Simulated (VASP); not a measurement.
# LiNbO3 in VASP: further runs, part 2 of 2

VASP 6.6.1. The steps go on from the part before.

### Step 4. Single point, r2SCAN (strain +2.5%)

File POSCAR:

```
LiNbO3
1.0
    4.0314975613      0.0000000000      0.0000000000
    0.0000000000      4.0314975613      0.0000000000
    0.0000000000      0.0000000000      4.0314975613
Li Nb O
1 1 3
Direct
    0.0000000000      0.0000000000      0.0000000000
    0.5000000000      0.5000000000      0.5000000000
    0.5000000000      0.5000000000      0.0000000000
    0.5000000000      0.0000000000      0.5000000000
    0.0000000000      0.5000000000      0.5000000000
```

File INCAR.step1:

```
PREC = Accurate
ENCUT = 520
ISMEAR = 0
SIGMA = 0.01
LREAL = F
LASPH = T
NELM = 60
NBANDS = 25
GGA = PE
ALGO = Normal
EDIFF = 1E-4
LWAVE = T
LCHARG = F
```

File INCAR.step2:

```
PREC = Accurate
ENCUT = 520
EDIFF = 1E-6
ISMEAR = 0
SIGMA = 0.01
LREAL = F
LASPH = T
NELM = 60
ALGO = Normal
ISIF = 2
LWAVE = F
LCHARG = F
METAGGA = R2SCAN
LMIXTAU = T
NBANDS = 25
ISTART = 1
```

File KPOINTS:

```
regular mesh
0
Gamma
  6 6 6
```

Potentials or basis: VASP PAW PBE potentials, release 64 (Li_sv, Nb_sv, O).

Run with:

```console
cat potpaw_PBE.64/Li_sv/POTCAR potpaw_PBE.64/Nb_sv/POTCAR potpaw_PBE.64/O/POTCAR > POTCAR
cp INCAR.step1 INCAR
mpirun -np 1 vasp_std > vasp.out
cp INCAR.step2 INCAR
mpirun -np 1 vasp_std > vasp.out
```

OUTCAR:

```text
PREC = Accurate
   ENCUT = 520
   EDIFF = 1E-6
   ISMEAR = 0
   LREAL = F
   LASPH = T
   NELM = 60
   ISIF = 2
   METAGGA = R2SCAN
   ISTART = 1

 ion  position               nearest neighbor table
   1  0.000  0.000  0.000-
   2  0.500  0.500  0.500-   3 2.02   4 2.02   5 2.02   3 2.02   4 2.02   5 2.02
   3  0.500  0.500  0.000-   2 2.02   2 2.02
   4  0.500  0.000  0.500-   2 2.02   2 2.02
   5  0.000  0.500  0.500-   2 2.02   2 2.02

  LATTYP: Found a simple cubic cell.
 ALAT       =     4.0314975613

  Lattice vectors:

 A1 = (   4.0314975613,   0.0000000000,   0.0000000000)
 A2 = (   0.0000000000,   4.0314975613,   0.0000000000)
 A3 = (   0.0000000000,   0.0000000000,   4.0314975613)

Analysis of symmetry for initial positions (statically):
=====================================================================
 Subroutine PRICEL returns:
 Original cell was already a primitive cell.

 Routine SETGRP: Setting up the symmetry group for a
[... 166 lines left out ...]
  free energy    TOTEN  =       -58.16216235 eV

  energy without entropy =      -58.16216235  energy(sigma->0) =      -58.16216235

 E-fermi :   2.5224     XC(G=0): -10.2214

 val. band max:        2.4073163756   @ k =   0.5000   0.5000   0.5000
 cond. band min:       4.3219199744   @ k =   0.0000   0.0000   0.0000
 fundamental gap:      1.9146035988
 Fermi energy:         2.5223969133

 k-point     1 :       0.0000    0.0000    0.0000
  band No.  band energies     occupation
      1     -54.5140      2.00000
      2     -44.4813      2.00000
      3     -29.7816      2.00000
      4     -29.7816      2.00000
      5     -29.7816      2.00000
      6     -15.8084      2.00000
[... 549 lines left out ...]
     24      12.8961      0.00000
     25      13.4705      0.00000

------------------------ aborting loop because EDIFF is reached ----------------------------------------

  FORCE on cell =-STRESS in cart. coord.  units (eV):
  Direction    XX          YY          ZZ          XY          YZ          ZX
  --------------------------------------------------------------------------------------
  -------------------------------------------------------------------------------------
  Total       -5.2612735     -5.2612735     -5.2612735     -0.0000000      0.0000000     -0.0000000
  in kB     -128.6477674   -128.6477674   -128.6477674     -0.0000000      0.0000000     -0.0000000
  external PRESSURE =    -128.6477674 kB  Pullay stress =       0.0000000 kB

 VOLUME and BASIS-vectors are now :
 -----------------------------------------------------------------------------
  energy-cutoff  :      520.00
  volume of cell :       65.52
      direct lattice vectors                 reciprocal lattice vectors
     4.031497561  0.000000000  0.000000000     0.248046783  0.000000000  0.000000000
     0.000000000  4.031497561  0.000000000     0.000000000  0.248046783  0.000000000
     0.000000000  0.000000000  4.031497561     0.000000000  0.000000000  0.248046783

 POSITION                                       TOTAL-FORCE (eV/Angst)
 -----------------------------------------------------------------------------------
      0.00000      0.00000      0.00000         0.000000      0.000000      0.000000
      2.01575      2.01575      2.01575         0.000000      0.000000      0.000000
      2.01575      2.01575      0.00000         0.000000      0.000000      0.000000
      2.01575      0.00000      2.01575         0.000000      0.000000      0.000000
      0.00000      2.01575      2.01575         0.000000      0.000000      0.000000
 -----------------------------------------------------------------------------------
    total drift:                                0.000000      0.000000     -0.000000

  FREE ENERGIE OF THE ION-ELECTRON SYSTEM (eV)
  ---------------------------------------------------
  free  energy   TOTEN  =       -58.1621623509 eV

  energy  without entropy=      -58.1621623509  energy(sigma->0) =      -58.16216235
```

OUTCAR.step1:

```text
PREC = Accurate
   ENCUT = 520
   ISMEAR = 0
   LREAL = F
[... 786 lines left out ...]
      2.01575      2.01575      2.01575         0.000000      0.000000      0.000000
      2.01575      2.01575      0.00000         0.000000      0.000000      0.000000
      2.01575      0.00000      2.01575         0.000000      0.000000      0.000000
      0.00000      2.01575      2.01575         0.000000      0.000000      0.000000
 -----------------------------------------------------------------------------------
    total drift:                                0.000000      0.000000     -0.000000

  FREE ENERGIE OF THE ION-ELECTRON SYSTEM (eV)
  ---------------------------------------------------
  free  energy   TOTEN  =       -39.0928646243 eV

  energy  without entropy=      -39.0928646243  energy(sigma->0) =      -39.09286462
```

Run time: 3.5 min. Hardware: 1 thread of AMD EPYC 7R13, shared host; peak memory 0.16 GiB.

Results:

```yaml
Free_energy: -58.1622 eV
Band_gap_on_the_k_mesh: 1.91 eV (least direct gap 2.77 eV)
```

Levels at points of the mesh, in eV from the valence-band top:
```
           k point  band 14  band 15  band 16  band 17  band 18  band 19  band 20  band 21
(0.00, 0.00, 0.00)    -1.04    -0.86    -0.86    -0.86     1.91     1.91     1.91     5.06
(0.50, 0.00, 0.00)    -2.13    -1.34    -0.88    -0.88     1.98     4.36     4.36     5.39
(0.50, 0.50, 0.00)    -1.86    -1.86    -1.64    -0.02     4.39     4.39     5.45     6.80
(0.50, 0.50, 0.50)    -4.49     0.00     0.00     0.00     5.45     5.45     5.45     7.60
```

Caveat: the cell differs from its parent crystal (strain +2.5%); the cutoff is under 1.25 times the usual one of these potentials, so pressure, stress and relaxed cells hold a basis-set (Pulay) error; the PAW data sets were made with another functional, which shifts forces and pressure a little.

### Step 5. Single point, PBE (uniaxial x strain -1.5%)

File INCAR:

```
ALGO = Normal
EDIFF = 1E-6
ENCUT = 520
GGA = PE
ISIF = 2
ISMEAR = -1
LASPH = T
LCHARG = T
LELF = T
LREAL = F
LVHAR = T
LWAVE = F
NBANDS = 25
NELM = 80
PREC = Accurate
SIGMA = 0.02
```

File KPOINTS:

```
k-points
0
Gamma
  6 6 6
```

Edit POSCAR of step 4 so:

```diff
@@ -2,5 +2,5 @@
 1.0
-    4.0314975613      0.0000000000      0.0000000000
-    0.0000000000      4.0314975613      0.0000000000
-    0.0000000000      0.0000000000      4.0314975613
+    3.8741708272      0.0000000000      0.0000000000
+    0.0000000000      3.9331683525      0.0000000000
+    0.0000000000      0.0000000000      3.9331683525
 Li Nb O
```

Run with:

```console
cat potpaw_PBE.64/Li_sv/POTCAR potpaw_PBE.64/Nb_sv/POTCAR potpaw_PBE.64/O/POTCAR > POTCAR
mpirun -np 1 vasp_std > vasp.out
```

It took 92 s on 1 thread of AMD EPYC 7R13, shared host; peak memory 0.17 GiB.

The run converged. Its results:

| Item | Value |
| --- | --- |
| Free energy | -39.1579 eV |
| Band gap on the k mesh | 1.73 eV (least direct gap 2.52 eV) |

Levels at points of the mesh, in eV from the valence-band top:
```csv
k point,band 13,band 14,band 15,band 16,band 17,band 18,band 19,band 20,band 21,band 22
"(0.00, 0.00, 0.00)",-1.18,-1.10,-0.80,-0.80,-0.79,1.73,1.74,1.74,4.64,5.87
"(0.50, 0.00, 0.00)",-2.06,-2.06,-1.48,-0.84,-0.84,1.82,4.67,4.67,5.89,6.61
"(0.00, 0.50, 0.00)",-2.15,-2.01,-1.52,-0.88,-0.84,1.81,4.47,4.47,6.04,6.69
"(0.50, 0.50, 0.00)",-2.86,-2.04,-2.03,-1.42,-0.03,4.51,4.70,5.82,7.39,8.47
"(0.00, 0.50, 0.50)",-2.84,-2.14,-2.14,-1.40,-0.02,4.50,4.50,5.69,7.68,8.42
"(0.50, 0.50, 0.50)",-4.86,-4.57,-0.02,-0.02,0.00,5.67,5.80,5.80,6.92,10.08
```

Caveat: the cell differs from its parent crystal (uniaxial x strain -1.5%); the cutoff is under 1.25 times the usual one of these potentials, so pressure, stress and relaxed cells hold a basis-set (Pulay) error. A k mesh can miss the band edges.

### Step 6. Overview

| level | cell | smearing | gap on the mesh (eV) |
| --- | --- | --- | --- |
| r2SCAN | a = 3.933 Å, 5 atoms | gaussian 0.01 eV | 2.11 |
| r2SCAN | a = 3.953 Å, 5 atoms | gaussian 0.01 eV | 2.07 |
| r2SCAN | a = 4.031 Å, 5 atoms | gaussian 0.01 eV | 1.91 |
| PBE | a = 3.874, b = 3.933, c = 3.933 Å, 5 atoms | fermi-dirac 0.02 eV | 1.73 |

Alike in all rows: task single point; potentials or basis VASP PAW PBE potentials, release 64 (Li_sv, Nb_sv, O); no spin polarisation; k mesh 6 × 6 × 6; cutoff (eV) 520.

Caveats: the cutoff is under 1.25 times the usual one of these potentials, so pressure, stress and relaxed cells hold a basis-set (Pulay) error; the PAW data sets were made with another functional, which shifts forces and pressure a little (at least some runs).

Absolute energies hang on the potentials; compare differences alone.
